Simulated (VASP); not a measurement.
# Li4SbPt (P4/mmm) in VASP: notebook

The runs below take Li4SbPt through single point, relaxation of cell and atoms, with PBE.

All numbers are computed with VASP 6.6.1; they aren't measurements. Logs are shortened: lines on timing, memory, paths and dates and some standing lists are left out, and cuts for length are marked.

### 1 The cell of the first run

The structure is tetragonal, space group P4/mmm (No. 123). Conventional cell: a = 3.413 Å, b = 3.413 Å, c = 8.478 Å, α = 90.00°, β = 90.00°, γ = 90.00°. Within 3.5 Å of Li (site symmetry 4mm) lie 1 Pt at 2.65 Å and 9 Li at 2.83 to 3.41 Å and 4 Sb at 2.89 Å. Within 3.1 Å of Li (site symmetry 4mm) lie 5 Li at 2.36 to 2.83 Å and 4 Pt at 2.69 Å and 1 Sb at 3.06 Å. Within 3.8 Å of Sb (site symmetry 4/mmm) lie 10 Li at 2.89 to 3.06 Å and 4 Sb at 3.41 Å. Within 3.5 Å of Pt (site symmetry 4/mmm) lie 10 Li at 2.65 to 2.69 Å and 4 Pt at 3.41 Å.

### 2 Single point, PBE

File INCAR:

```
  ALGO = Normal
  EDIFF = 1E-7
  ENCUT = 520
  GGA = PE
  ISIF = 2
  ISMEAR = 0
  LASPH = T
  LCHARG = F
  LREAL = F
  LWAVE = F
  NBANDS = 22
  NELM = 100
  PREC = Accurate
  SIGMA = 0.1
```

File KPOINTS:

```
k-points
0
Gamma
  12 12 6
```

File POSCAR:

```
Li4SbPt
1.0
    3.4128382965      0.0000000000      0.0000000000
    0.0000000000      3.4128382965      0.0000000000
    0.0000000000      0.0000000000      8.4778034634
Li Sb Pt
4 1 1
Direct
    0.0000000000      0.0000000000      0.1868878160
    0.0000000000      0.0000000000      0.8131121840
    0.5000000000      0.5000000000      0.6392053692
    0.5000000000      0.5000000000      0.3607946308
    0.5000000000      0.5000000000      0.0000000000
    0.0000000000      0.0000000000      0.5000000000
```

Potentials or basis: VASP PAW PBE potentials, release 64 (Li_sv, Sb, Pt).

Run with:

```console
cat potpaw_PBE.64/Li_sv/POTCAR potpaw_PBE.64/Sb/POTCAR potpaw_PBE.64/Pt/POTCAR > POTCAR
mpirun -np 1 vasp_std > vasp.out
```

OUTCAR:

```text
EDIFF = 1E-7
   ENCUT = 520
   GGA = PE
   ISIF = 2
   ISMEAR = 0
   LASPH = T
   LREAL = F
   NELM = 100
   PREC = Accurate

 ion  position               nearest neighbor table
   1  0.000  0.000  0.187-   6 2.65   5 2.89   5 2.89   5 2.89   5 2.89
   2  0.000  0.000  0.813-   6 2.65   5 2.89   5 2.89   5 2.89   5 2.89
   3  0.500  0.500  0.639-   4 2.36   6 2.69   6 2.69   6 2.69   6 2.69   5 3.06
   4  0.500  0.500  0.361-   3 2.36   6 2.69   6 2.69   6 2.69   6 2.69   5 3.06
   5  0.500  0.500  0.000-   1 2.89   2 2.89   1 2.89   2 2.89   1 2.89   2 2.89   1 2.89   2 2.89
                             3 3.06   4 3.06
   6  0.000  0.000  0.500-   1 2.65   2 2.65   3 2.69   4 2.69   3 2.69   4 2.69   3 2.69   4 2.69
                             3 2.69   4 2.69

  LATTYP: Found a simple tetragonal cell.
 ALAT       =     3.4128382965
 C/A-ratio  =     2.4840917520

  Lattice vectors:

 A1 = (   3.4128382965,   0.0000000000,   0.0000000000)
 A2 = (   0.0000000000,   3.4128382965,   0.0000000000)
 A3 = (   0.0000000000,   0.0000000000,   8.4778034634)

Analysis of symmetry for initial positions (statically):
=====================================================================
 Subroutine PRICEL returns:
 Original cell was already a primitive cell.

 Routine SETGRP: Setting up the symmetry group for a
 simple tetragonal supercell.

 Subroutine GETGRP returns: Found 16 space group operations
 (whereof 16 operations were pure point group operations)
 out of a pool of 16 trial point group operations.

The static configuration has the point symmetry D_4h.

Analysis of symmetry for dynamics (positions and initial velocities):
=====================================================================
 Subroutine PRICEL returns:
 Original cell was already a primitive cell.

 Routine SETGRP: Setting up the symmetry group for a
 simple tetragonal supercell.

 Subroutine GETGRP returns: Found 16 space group operations
 (whereof 16 operations were pure point group operations)
 out of a pool of 16 trial point group operations.

The dynamic configuration has the point symmetry D_4h.

 Subroutine INISYM returns: Found 16 space group operations
 (whereof 16 operations are pure point group operations),
 and found     1 'primitive' translations

[... 98 lines left out ...]
   LSORBIT =      F    spin-orbit coupling
   LASPH  =      T    aspherical Exc in radial PAW
   ENCUT  =  520.0 eV  38.22 Ry    6.18 a.u.   6.35  6.35 15.76*2*pi/ulx,y,z
   NELM   =    100;   NELMIN=  2; NELMDL= -5     # of ELM steps
   EDIFF  = 0.1E-06   stopping-criterion for ELM
   LREAL  =      F    real-space projection
   EDIFFG = 0.1E-05   stopping-criterion for IOM
   NSW    =      0    number of steps for IOM
   IBRION =     -1    ionic relax: 0-MD 1-quasi-New 2-CG
   NFREE  =      0    steps in history (QN), initial steepest desc. (CG)
   ISIF   =      2    stress and relaxation
   ISYM   =      2    0-nonsym 1-usesym 2-fastsym
   POTIM  = 0.5000    time-step for ionic-motion
   TEBEG  =    0.0;   TEEND  =   0.0 temperature during run
   PSTRESS=    0.0 pullay stress
   NELECT =      27.0000    total number of electrons
   NUPDOWN=      -1.0000    fix difference up-down
   EMIN   =  10.00;   EMAX   =-10.00  energy-range for DOS
   EFERMI =   0.00;   METHOD = LEGACY
   ISMEAR =     0;   SIGMA  =   0.10  broadening in eV -4-tet -1-fermi 0-gaus
   EFERMI_NEDOS =   21; number of points for ismear=-14 and -15
   IALGO  =     38    algorithm
   IMIX   =      4    mixing-type and parameters
     AMIX     =   0.40;   BMIX     =  1.00
     AMIX_MAG =   1.60;   BMIX_MAG =  1.00
  volume/ion in A,a.u.               =      16.46       111.06
  Fermi-wavevector in a.u.,A,eV,Ry     =   1.062571  2.007967 15.361746  1.129056
  Thomas-Fermi vector in A             =   2.198026
   LORBIT       =      0    0 simple, 1 ext, 2 COOP (PROOUT), +10 PAW based schemes
   GGA     = PE    functional components
   LHFCALC =     F    Hartree Fock is set to
   AEXX    =    0.0000 exact exchange contribution
   IVDW    =     0    specifies the selected vdW correction
   LEPSILON=     F    determine dielectric tensor
   LRPA    =     F    only Hartree local field effects (RPA)
 non-spin polarized calculation
 Gauss-broadening in eV      SIGMA  =   0.10
  energy-cutoff  :      520.00
  volume of cell :       98.74
 maximum number of plane-waves:      2678
 NGX is ok and might be reduce to    28
   NGX = 13   NGY = 13   NGZ = 31

 number of electron      26.9999961 magnetization

 Free energy of the ion-electron system (eV)
  ---------------------------------------------------
  ext. energy  EPLUGINS =         0.00000000
  ---------------------------------------------------
  free energy    TOTEN  =       -20.44784954 eV

  energy without entropy =      -20.43940668  energy(sigma->0) =      -20.44362811

 E-fermi :   4.8529     XC(G=0):  -9.3787

 val. band max:        4.8459276283   @ k =   0.5000   0.0000   0.0000
 cond. band min:       4.8543757571   @ k =   0.5000   0.0833   0.3333
 fundamental gap:      0.0084481288
 Fermi energy:         4.8529076766

 k-point     1 :       0.0000    0.0000    0.0000
  band No.  band energies     occupation
      1     -41.6877      2.00000
      2     -41.6852      2.00000
      3     -40.8327      2.00000
      4     -40.7900      2.00000
      5      -5.9799      2.00000
      6      -0.4551      2.00000
[... 589 lines left out ...]
     21       9.6287      0.00000
     22      12.1308      0.00000

 [... further k-points ...]
[... 5 lines left out ...]
  --------------------------------------------------------------------------------------
  -------------------------------------------------------------------------------------
  Total       -0.0358952     -0.0358952     -0.0526762      0.0000000      0.0000000     -0.0000000
  in kB       -0.5824141     -0.5824141     -0.8546931      0.0000000      0.0000000     -0.0000000
  external PRESSURE =      -0.6731737 kB  Pullay stress =       0.0000000 kB

 VOLUME and BASIS-vectors are now :
 -----------------------------------------------------------------------------
  energy-cutoff  :      520.00
  volume of cell :       98.74
      direct lattice vectors                 reciprocal lattice vectors
     3.412838296  0.000000000  0.000000000     0.293011246  0.000000000  0.000000000
     0.000000000  3.412838296  0.000000000     0.000000000  0.293011246  0.000000000
     0.000000000  0.000000000  8.477803463     0.000000000  0.000000000  0.117955082

 POSITION                                       TOTAL-FORCE (eV/Angst)
 -----------------------------------------------------------------------------------
      0.00000      0.00000      1.58440         0.000000      0.000000      0.005020
      0.00000      0.00000      6.89341         0.000000      0.000000     -0.005020
      1.70642      1.70642      5.41906         0.000000     -0.000000     -0.004004
      1.70642      1.70642      3.05875        -0.000000     -0.000000      0.004004
      1.70642      1.70642      0.00000         0.000000      0.000000      0.000000
      0.00000      0.00000      4.23890         0.000000      0.000000      0.000000
 -----------------------------------------------------------------------------------
    total drift:                                0.000000      0.000000      0.000000

  FREE ENERGIE OF THE ION-ELECTRON SYSTEM (eV)
  ---------------------------------------------------
  free  energy   TOTEN  =       -20.4478495416 eV

  energy  without entropy=      -20.4394066847  energy(sigma->0) =      -20.44362811
```

OSZICAR:

```text
N       E                     dE             d eps       ncg     rms          rms(c)
DAV:   1     0.150009938504E+03    0.15001E+03   -0.11313E+04  4928   0.122E+03
DAV:   2    -0.171442002861E+00   -0.15018E+03   -0.14186E+03  5554   0.288E+02
DAV:   3    -0.198462485442E+02   -0.19675E+02   -0.19417E+02  8814   0.646E+01
DAV:   4    -0.209690257543E+02   -0.11228E+01   -0.11153E+01  6864   0.208E+01
DAV:   5    -0.210426130443E+02   -0.73587E-01   -0.73580E-01  7606   0.417E+00    0.509E+00
DAV:   6    -0.205316701873E+02    0.51094E+00   -0.19823E+00  5696   0.598E+00    0.184E+00
DAV:   7    -0.204699084258E+02    0.61762E-01   -0.28624E-01  6242   0.270E+00    0.142E+00
DAV:   8    -0.204509198308E+02    0.18989E-01   -0.96217E-02  6142   0.151E+00    0.394E-01
DAV:   9    -0.204476606860E+02    0.32591E-02   -0.10688E-02  6528   0.463E-01    0.185E-01
DAV:  10    -0.204478065941E+02   -0.14591E-03   -0.28151E-03  7654   0.264E-01    0.775E-02
DAV:  11    -0.204478433126E+02   -0.36718E-04   -0.16502E-04  6054   0.683E-02    0.204E-02
DAV:  12    -0.204478510417E+02   -0.77290E-05   -0.28653E-05  6812   0.334E-02    0.105E-02
DAV:  13    -0.204478499343E+02    0.11074E-05   -0.34707E-06  6352   0.102E-02    0.195E-03
DAV:  14    -0.204478495147E+02    0.41952E-06   -0.35175E-07  6218   0.354E-03    0.292E-04
DAV:  15    -0.204478495416E+02   -0.26819E-07   -0.21009E-08  3772   0.915E-04
   1 F= -.20447850E+02 E0= -.20443628E+02  d E =-.844286E-02
```

stdout:

```text
POSCAR found type information on POSCAR LiSbPt
 POSCAR found :  3 types and       6 ions
 scaLAPACK will be used
 LDA part: xc-table for (Slater+PW92), standard interpolation
 POSCAR, INCAR and KPOINTS ok, starting setup
 FFT: planning ... GRIDC
 FFT: planning ... GRID_SOFT
 FFT: planning ... GRID
 WAVECAR not read
 entering main loop
```

Run time: 98 s. Hardware: 1 thread of Intel Xeon 6975P-C (Granite Rapids), shared host; peak memory 0.38 GiB.

What came out:

```yaml
Free_energy: -20.4478 eV
Largest_force: 0.005 eV/Å
```

Forces in eV/Å, atoms in the order of the input:
```
Li   0.000  0.000  0.005
Li   0.000  0.000 -0.005
Li   0.000  0.000 -0.004
Li   0.000  0.000  0.004
Sb   0.000  0.000  0.000
Pt   0.000  0.000  0.000
```

Caveat: the cutoff is under 1.25 times the usual one of these potentials, so pressure, stress and relaxed cells hold a basis-set (Pulay) error; spin-orbit coupling is left out, which moves the levels of the heavy elements.

(Part 1 of 2 ends here.)
